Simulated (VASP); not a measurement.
# CuI (Marshite) (I-4m2) in VASP: a series of runs

The runs below take CuI (Marshite) through single point, with PBEsol.

Everything below comes from runs of VASP 6.6.1. Logs are shortened: lines on timing, memory, paths and dates and some standing lists are left out, and cuts for length are marked.

**1. The cell of the first run**

It takes space group I-4m2 (No. 119, tetragonal). The conventional cell has a = 4.179 Å, b = 4.179 Å, c = 5.957 Å, α = 90.00°, β = 90.00°, γ = 90.00°. Within 3.4 Å of Cu (site symmetry -4m2) lie 4 I at 2.57 Å. I (site symmetry -4m2) has 4 Cu at 2.57 Å within 3.4 Å.

**2. Single point, PBEsol (in-plane strain -0.005)**

Contents of INCAR:

```
ALGO     = Normal         # electronic algorithm
EDIFF    = 1E-6           # SCF threshold, eV
ENCUT    = 520            # plane-wave cutoff, eV
GGA      = PS             # functional
ISIF     = 2              # what is computed and relaxed
ISMEAR   = 0              # smearing method
LASPH    = T              # aspherical terms in the spheres
LCHARG   = F              # write CHGCAR
LREAL    = F              # projectors in reciprocal space
LWAVE    = F              # write WAVECAR
NBANDS   = 16             # bands
NELM     = 80             # most SCF steps
PREC     = Accurate       # precision mode
SIGMA    = 0.01           # smearing width, eV
```

Contents of KPOINTS:

```
k-points
0
Gamma
  6 6 6
```

Contents of POSCAR:

```
CuI
1.0
    2.9546929917      2.9546929917      0.0000000000
   -2.9546929917      2.9546929917      0.0000000000
    0.0000000000      2.9546929917      2.9784493173
Cu I
1 1
Direct
    0.7500000000      0.2500000000      0.5000000000
    0.0000000000      0.0000000000      0.0000000000
```

Potentials or basis: VASP PAW PBE potentials, release 64 (Cu, I).

Launch:

```console
> cat potpaw_PBE.64/Cu/POTCAR potpaw_PBE.64/I/POTCAR > POTCAR
> mpirun -np 1 vasp_std > vasp.out
```

OUTCAR:

```text
EDIFF = 1E-6
   ENCUT = 520
   GGA = PS
   ISIF = 2
   ISMEAR = 0
   LASPH = T
   LREAL = F
   NELM = 80
   PREC = Accurate

 ion  position               nearest neighbor table
   1  0.750  0.250  0.500-   2 2.57   2 2.57   2 2.57   2 2.57
   2  0.000  0.000  0.000-   1 2.57   1 2.57   1 2.57   1 2.57

  LATTYP: Found a body centered tetragonal cell.
 ALAT       =     4.1785669015
 C/A-ratio  =     1.4255841237

  Lattice vectors:

 A1 = (   2.9546929917,   0.0000000000,  -2.9784493173)
 A2 = (  -2.9546929917,   0.0000000000,  -2.9784493173)
 A3 = (   0.0000000000,   2.9546929917,   2.9784493173)

Analysis of symmetry for initial positions (statically):
=====================================================================
 Subroutine PRICEL returns:
 Original cell was already a primitive cell.

 Routine SETGRP: Setting up the symmetry group for a
 body centered tetragonal supercell.

 Subroutine GETGRP returns: Found  8 space group operations
 (whereof  8 operations were pure point group operations)
 out of a pool of 16 trial point group operations.

The static configuration has the point symmetry D_2d.

Analysis of symmetry for dynamics (positions and initial velocities):
=====================================================================
 Subroutine PRICEL returns:
 Original cell was already a primitive cell.

 Routine SETGRP: Setting up the symmetry group for a
 body centered tetragonal supercell.

 Subroutine GETGRP returns: Found  8 space group operations
 (whereof  8 operations were pure point group operations)
 out of a pool of 16 trial point group operations.

The dynamic configuration has the point symmetry D_2d.

 Subroutine INISYM returns: Found  8 space group operations
 (whereof  8 operations are pure point group operations),
 and found     1 'primitive' translations

----------------------------------------------------------------------------------------

                                     Primitive cell

  volume of cell :      52.0050

  direct lattice vectors                    reciprocal lattice vectors
     2.954692992  2.954692992  0.000000000     0.169222319  0.169222319 -0.167872590
    -2.954692992  2.954692992  0.000000000    -0.169222319  0.169222319 -0.167872590
     0.000000000  2.954692992  2.978449317     0.000000000  0.000000000  0.335745179

  length of vectors
     4.178566902  4.178566902  4.195398790     0.292324465  0.292324465  0.335745179

  position of ions in fractional coordinates (direct lattice)
     0.750000000  0.250000000  0.500000000
     0.000000000  0.000000000  0.000000000

  ion indices of the primitive-cell ions
   primitive index   ion index
                 1           1
                 2           2

----------------------------------------------------------------------------------------

 KPOINTS: k-points

Automatic generation of k-mesh.
 Grid dimensions read from file:
 generate k-points for:    6    6    6

 Generating k-lattice:

  Cartesian coordinates                     Fractional coordinates (reciprocal lattice)
     0.028203720  0.028203720 -0.027978765     0.166666667  0.000000000  0.000000000
    -0.028203720  0.028203720 -0.027978765     0.000000000  0.166666667  0.000000000
     0.000000000  0.000000000  0.055957530     0.000000000  0.000000000  0.166666667

  Length of vectors
     0.048720744  0.048720744  0.055957530

  Shift w.r.t. Gamma in fractional coordinates (k-lattice)
     0.000000000  0.000000000  0.000000000

 Subroutine IBZKPT returns following result:
 ===========================================

 Found     30 irreducible k-points:

 Following reciprocal coordinates:
            Coordinates               Weight
  0.000000  0.000000  0.000000      1.000000
  0.166667  0.000000  0.000000      8.000000
  0.333333  0.000000  0.000000      8.000000
  0.500000  0.000000  0.000000      4.000000
  0.166667  0.166667  0.000000      8.000000
  0.333333  0.166667  0.000000     16.000000
[... 16 lines left out ...]
 -0.333333 -0.333333  0.166667      4.000000
 -0.166667 -0.333333  0.166667     16.000000
 [... further k-points ...]
   k-points           NKPTS =     30   k-points in BZ     NKDIM =     30   number of bands    NBANDS=     16
   number of dos      NEDOS =    301   number of ions     NIONS =      2
   total plane-waves  NPLWV =  32768
   dimension x,y,z NGX =    32 NGY =   32 NGZ =   32
   dimension x,y,z NGXF=    64 NGYF=   64 NGZF=   64
   ions per type =               1   1
   NGX,Y,Z   is equivalent  to a cutoff of  12.73, 12.73, 12.68 a.u.
   NGXF,Y,Z  is equivalent  to a cutoff of  25.46, 25.46, 25.36 a.u.
 SYSTEM =  unknown system
   PREC   = accura    normal or accurate (medium, high low for compatibility)
   ISTART =      0    job   : 0-new  1-cont  2-samecut
   ICHARG =      2    charge: 1-file 2-atom 10-const
   ISPIN  =      1    spin polarized calculation?
   LNONCOLLINEAR =      F non collinear calculations
   LSORBIT =      F    spin-orbit coupling
   LASPH  =      T    aspherical Exc in radial PAW
   ENCUT  =  520.0 eV  38.22 Ry    6.18 a.u.   7.77  7.77  7.80*2*pi/ulx,y,z
   NELM   =     80;   NELMIN=  2; NELMDL= -5     # of ELM steps
   EDIFF  = 0.1E-05   stopping-criterion for ELM
   LREAL  =      F    real-space projection
   EDIFFG = 0.1E-04   stopping-criterion for IOM
   NSW    =      0    number of steps for IOM
   IBRION =     -1    ionic relax: 0-MD 1-quasi-New 2-CG
   NFREE  =      0    steps in history (QN), initial steepest desc. (CG)
   ISIF   =      2    stress and relaxation
   ISYM   =      2    0-nonsym 1-usesym 2-fastsym
   POTIM  = 0.5000    time-step for ionic-motion
   TEBEG  =    0.0;   TEEND  =   0.0 temperature during run
   PSTRESS=    0.0 pullay stress
   NELECT =      18.0000    total number of electrons
   NUPDOWN=      -1.0000    fix difference up-down
   EMIN   =  10.00;   EMAX   =-10.00  energy-range for DOS
   EFERMI =   0.00;   METHOD = LEGACY
   ISMEAR =     0;   SIGMA  =   0.01  broadening in eV -4-tet -1-fermi 0-gaus
   EFERMI_NEDOS =   21; number of points for ismear=-14 and -15
   IALGO  =     38    algorithm
   IMIX   =      4    mixing-type and parameters
     AMIX     =   0.40;   BMIX     =  1.00
     AMIX_MAG =   1.60;   BMIX_MAG =  1.00
  volume/ion in A,a.u.               =      26.00       175.47
[... 31 lines left out ...]
 Fermi energy:         5.1374072552

 k-point     1 :       0.0000    0.0000    0.0000
  band No.  band energies     occupation
      1      -9.3519      2.00000
      2       1.0756      2.00000
      3       1.0853      2.00000
      4       1.0853      2.00000
      5       2.8717      2.00000
      6       2.8799      2.00000
[... 8 lines left out ...]
     15      14.6946      0.00000
     16      14.8200      0.00000

 k-point     2 :       0.1667    0.0000    0.0000
  band No.  band energies     occupation
      1      -9.2039      2.00000
      2       0.5649      2.00000
      3       1.0912      2.00000
      4       1.1026      2.00000
      5       2.8616      2.00000
      6       2.8682      2.00000
[... 8 lines left out ...]
     15      13.8320      0.00000
     16      14.1342      0.00000

 k-point     3 :       0.3333    0.0000    0.0000
  band No.  band energies     occupation
      1      -8.8744      2.00000
      2      -0.4756      2.00000
      3       1.1067      2.00000
      4       1.1292      2.00000
      5       2.8754      2.00000
      6       2.8775      2.00000
[... 8 lines left out ...]
     15      14.3267      0.00000
     16      14.3374      0.00000

 k-point     4 :       0.5000    0.0000    0.0000
  band No.  band energies     occupation
      1      -8.6881      2.00000
      2      -0.9925      2.00000
      3       1.1094      2.00000
      4       1.1376      2.00000
      5       2.9059      2.00000
      6       2.9067      2.00000
[... 8 lines left out ...]
     15      16.0757      0.00000
     16      16.1353      0.00000

 k-point     5 :       0.1667    0.1667    0.0000
  band No.  band energies     occupation
      1      -8.9933      2.00000
      2       0.0627      2.00000
      3       0.9143      2.00000
      4       1.1359      2.00000
      5       2.8230      2.00000
      6       2.8964      2.00000
[... 8 lines left out ...]
     15      14.5854      0.00000
     16      15.7487      0.00000

 k-point     6 :       0.3333    0.1667    0.0000
  band No.  band energies     occupation
      1      -8.6991      2.00000
      2      -0.6031      2.00000
      3       0.7116      2.00000
      4       1.1325      2.00000
      5       2.8467      2.00000
      6       2.8781      2.00000
[... 8 lines left out ...]
     15      14.9461      0.00000
     16      16.2536      0.00000

 k-point     7 :       0.5000    0.1667    0.0000
  band No.  band energies     occupation
      1      -8.6351      2.00000
      2      -0.7745      2.00000
      3       0.7815      2.00000
      4       1.0903      2.00000
      5       2.8335      2.00000
      6       2.9128      2.00000
[... 8 lines left out ...]
     15      15.8801      0.00000
     16      16.1681      0.00000

 k-point     8 :      -0.3333    0.1667   -0.0000
  band No.  band energies     occupation
      1      -8.8806      2.00000
      2      -0.2014      2.00000
      3       0.9829      2.00000
      4       1.0582      2.00000
      5       2.7961      2.00000
      6       2.9170      2.00000
[... 8 lines left out ...]
     15      15.2941      0.00000
     16      15.5723      0.00000

 k-point     9 :      -0.1667    0.1667    0.0000
  band No.  band energies     occupation
      1      -9.1534      2.00000
      2       0.5171      2.00000
      3       1.0523      2.00000
      4       1.0634      2.00000
      5       2.8159      2.00000
      6       2.8983      2.00000
[... 8 lines left out ...]
     15      15.0064      0.00000
     16      15.1940      0.00000
[... 172 lines left out ...]
 k-point    19 :       0.3333    0.3333    0.1667
  band No.  band energies     occupation
      1      -8.6429      2.00000
      2      -0.4795      2.00000
      3       0.5863      2.00000
      4       1.0545      2.00000
      5       2.8041      2.00000
      6       2.8910      2.00000
[... 8 lines left out ...]
     15      16.1575      0.00000
     16      17.4013      0.00000

 k-point    20 :       0.5000    0.3333    0.1667
  band No.  band energies     occupation
      1      -8.5144      2.00000
      2      -0.5338      2.00000
      3       0.2623      2.00000
      4       1.0170      2.00000
      5       2.7658      2.00000
      6       2.8774      2.00000
[... 8 lines left out ...]
     15      16.3965      0.00000
     16      17.2105      0.00000

 k-point    21 :       0.5000    0.5000    0.1667
  band No.  band energies     occupation
      1      -8.4535      2.00000
      2      -0.6367      2.00000
      3       0.4166      2.00000
      4       0.9272      2.00000
      5       2.8104      2.00000
      6       2.8274      2.00000
[... 8 lines left out ...]
     15      16.9370      0.00000
     16      17.3476      0.00000

 k-point    22 :      -0.1667    0.5000    0.1667
  band No.  band energies     occupation
      1      -8.6438      2.00000
      2      -0.4856      2.00000
      3       0.5760      2.00000
      4       1.0703      2.00000
      5       2.8034      2.00000
      6       2.8973      2.00000
[... 8 lines left out ...]
     15      16.2457      0.00000
     16      17.4357      0.00000

 k-point    23 :      -0.3333   -0.3333    0.1667
  band No.  band energies     occupation
      1      -8.4564      2.00000
      2      -0.6316      2.00000
      3       0.4076      2.00000
      4       0.9322      2.00000
      5       2.8026      2.00000
      6       2.8257      2.00000
[... 8 lines left out ...]
     15      16.8040      0.00000
     16      17.3016      0.00000

 k-point    24 :      -0.1667   -0.3333    0.1667
  band No.  band energies     occupation
      1      -8.5188      2.00000
      2      -0.5364      2.00000
      3       0.2568      2.00000
      4       1.0316      2.00000
      5       2.7655      2.00000
      6       2.8728      2.00000
[... 8 lines left out ...]
     15      16.3409      0.00000
     16      17.1005      0.00000

 [... further k-points ...]
[... 5 lines left out ...]
  --------------------------------------------------------------------------------------
  -------------------------------------------------------------------------------------
  Total        0.2835303      0.2835303      0.2332718      0.0000000      0.0000000      0.0000000
  in kB        8.7350434      8.7350434      7.1866722      0.0000000      0.0000000      0.0000000
  external PRESSURE =       8.2189196 kB  Pullay stress =       0.0000000 kB

 VOLUME and BASIS-vectors are now :
 -----------------------------------------------------------------------------
  energy-cutoff  :      520.00
  volume of cell :       52.00
      direct lattice vectors                 reciprocal lattice vectors
     2.954692992  2.954692992  0.000000000     0.169222319  0.169222319 -0.167872590
    -2.954692992  2.954692992  0.000000000    -0.169222319  0.169222319 -0.167872590
     0.000000000  2.954692992  2.978449317     0.000000000  0.000000000  0.335745179

 POSITION                                       TOTAL-FORCE (eV/Angst)
 -----------------------------------------------------------------------------------
      1.47735      4.43204      1.48922         0.000000     -0.000000      0.000000
      0.00000      0.00000      0.00000        -0.000000      0.000000      0.000000
 -----------------------------------------------------------------------------------
    total drift:                               -0.000000     -0.000000     -0.000000

  FREE ENERGIE OF THE ION-ELECTRON SYSTEM (eV)
  ---------------------------------------------------
  free  energy   TOTEN  =        -6.3166872149 eV

  energy  without entropy=       -6.3166872149  energy(sigma->0) =       -6.31668721
```

Wall time 9.9 s (1 thread of Intel Xeon 6975P-C (Granite Rapids), shared host); peak memory 0.18 GiB.

What came out:

| Item | Value |
| --- | --- |
| Free energy | -6.3167 eV |
| Pressure | 0.8 GPa |
| Band gap on the k mesh | 1.21 eV, direct |

Caveat: the cell differs from its parent crystal (in-plane strain -0.005); the PAW data sets were made with another functional, which shifts forces and pressure a little; spin-orbit coupling is left out, which moves the levels of the heavy elements.

**3. Single point, PBEsol (in-plane strain +0.005, then relaxed in part)**

Contents of INCAR:

```
SYSTEM = CuI
PREC = Accurate
ENCUT = 520
EDIFF = 1E-6
ISMEAR = 0
SIGMA = 0.01
LREAL = .FALSE.
LASPH = .TRUE.
NELM = 100
ALGO = Normal
ISIF = 2
LWAVE = .FALSE.
LCHARG = .TRUE.
GGA = PS
LELF = .TRUE.
LVHAR = .TRUE.
NBANDS = 16
```

Contents of KPOINTS:

```
regular mesh
0
G
  6 6 6
  0 0 0
```

Contents of POSCAR:

```
CuI
1.0
    2.9843883987      2.9843883987      0.0000000000
   -2.9843883987      2.9843883987      0.0000000000
    0.0000000000      2.9843883987      2.9505861068
Cu I
1 1
Direct
    0.7500000000      0.2500000000      0.5000000000
    0.0000000000      0.0000000000      0.0000000000
```

Potentials or basis: VASP PAW PBE potentials, release 64 (Cu, I).

Launch:

```console
> cat potpaw_PBE.64/Cu/POTCAR potpaw_PBE.64/I/POTCAR > POTCAR
> mpirun -np 1 vasp_std > vasp.out
```

Run time: 9.7 s. Hardware: 1 thread of Intel Xeon 6975P-C (Granite Rapids), shared host; peak memory 0.19 GiB.

It converged, with:

```
Free energy            : -6.3175 eV
Pressure               : 0.3 GPa
Band gap on the k mesh : 1.17 eV, direct
```

Stress tensor (GPa, compression positive):
```
0.21 0.00 0.00
0.00 0.21 0.00
0.00 0.00 0.43
```

Levels at points of the mesh, in eV from the valence-band top:
| k point | band 6 | band 7 | band 8 | band 9 | band 10 | band 11 | band 12 | band 13 |
| --- | --- | --- | --- | --- | --- | --- | --- | --- |
| (0.00, 0.00, 0.00) | -2.14 | -0.02 | -0.02 | 0.00 | 1.17 | 4.74 | 4.74 | 4.76 |
| (0.50, 0.00, 0.00) | -2.11 | -2.06 | -0.84 | -0.81 | 2.11 | 5.26 | 5.35 | 7.32 |
| (0.50, 0.50, 0.00) | -2.08 | -2.05 | -1.75 | -1.73 | 2.49 | 2.82 | 9.45 | 9.95 |
| (0.00, 0.00, 0.50) | -2.07 | -2.05 | -1.75 | -1.75 | 2.44 | 2.74 | 9.54 | 10.00 |

Caveat: the cell differs from its parent crystal (in-plane strain +0.005, then relaxed in part); the PAW data sets were made with another functional, which shifts forces and pressure a little; spin-orbit coupling is left out, which moves the levels of the heavy elements.

**4. Single point, PBEsol (in-plane strain +0.005)**

Contents of INCAR:

```
  PREC = Accurate
  ENCUT = 520
  EDIFF = 1E-6
  ISMEAR = 0
  SIGMA = 0.01
  LREAL = F
  LASPH = T
  NELM = 100
  ALGO = Normal
  ISIF = 2
  LWAVE = F
  LCHARG = T
  GGA = PS
  LELF = T
  LVHAR = T
  NBANDS = 16
```

Contents of KPOINTS:

```
regular mesh
0
Gamma
  6 6 6
```

POSCAR: that of step 3 with these lines changed.

```diff
@@ -4,3 +4,3 @@
    -2.9843883987      2.9843883987      0.0000000000
-    0.0000000000      2.9843883987      2.9505861068
+    0.0000000000      2.9843883987      2.9606320731
 Cu I
```

Launch:

```console
> cat potpaw_PBE.64/Cu/POTCAR potpaw_PBE.64/I/POTCAR > POTCAR
> mpirun -np 1 vasp_std > vasp.out
```

Run time: 9.7 s. Hardware: 1 thread of Intel Xeon 6975P-C (Granite Rapids), shared host; peak memory 0.18 GiB.

Results (log left out):

* Free energy: -6.3175 eV
* Pressure: 0.1 GPa
* Band gap on the k mesh: 1.17 eV, direct

Stress tensor (GPa, compression positive):
```
0.09 0.00 0.00
0.00 0.09 0.00
0.00 0.00 0.24
```

Levels at points of the mesh, in eV from the valence-band top:
| k point | band 6 | band 7 | band 8 | band 9 | band 10 | band 11 | band 12 | band 13 |
| --- | --- | --- | --- | --- | --- | --- | --- | --- |
| (0.00, 0.00, 0.00) | -2.12 | -0.01 | -0.01 | 0.00 | 1.17 | 4.75 | 4.75 | 4.77 |
| (0.50, 0.00, 0.00) | -2.09 | -2.05 | -0.83 | -0.81 | 2.11 | 5.28 | 5.34 | 7.32 |
| (0.50, 0.50, 0.00) | -2.06 | -2.03 | -1.73 | -1.72 | 2.49 | 2.82 | 9.43 | 9.95 |
| (0.00, 0.00, 0.50) | -2.05 | -2.03 | -1.73 | -1.73 | 2.46 | 2.76 | 9.50 | 9.98 |

Caveat: the cell differs from its parent crystal (in-plane strain +0.005); the PAW data sets were made with another functional, which shifts forces and pressure a little; spin-orbit coupling is left out, which moves the levels of the heavy elements.

**5. Overview**

| cell | gap on the mesh (eV) | pressure (GPa) |
| --- | --- | --- |
| a = 4.179, b = 4.179, c = 4.195 Å, angles 60.1, 60.1, 90.0°, 2 atoms | 1.21 | 0.8 |
| a = 4.221, b = 4.221, c = 4.197 Å, angles 59.8, 59.8, 90.0°, 2 atoms | 1.17 | 0.3 |
| a = 4.221, b = 4.221, c = 4.204 Å, angles 59.9, 59.9, 90.0°, 2 atoms | 1.17 | 0.1 |

Alike in all rows: task single point; level PBEsol; potentials or basis VASP PAW PBE potentials, release 64 (Cu, I); no spin polarisation; k mesh 6 × 6 × 6; cutoff (eV) 520; smearing gaussian 0.01 eV.

Caveats: the PAW data sets were made with another functional, which shifts forces and pressure a little; spin-orbit coupling is left out, which moves the levels of the heavy elements.

Total energies depend on the potentials used, so only differences within one code and one set of settings carry meaning.
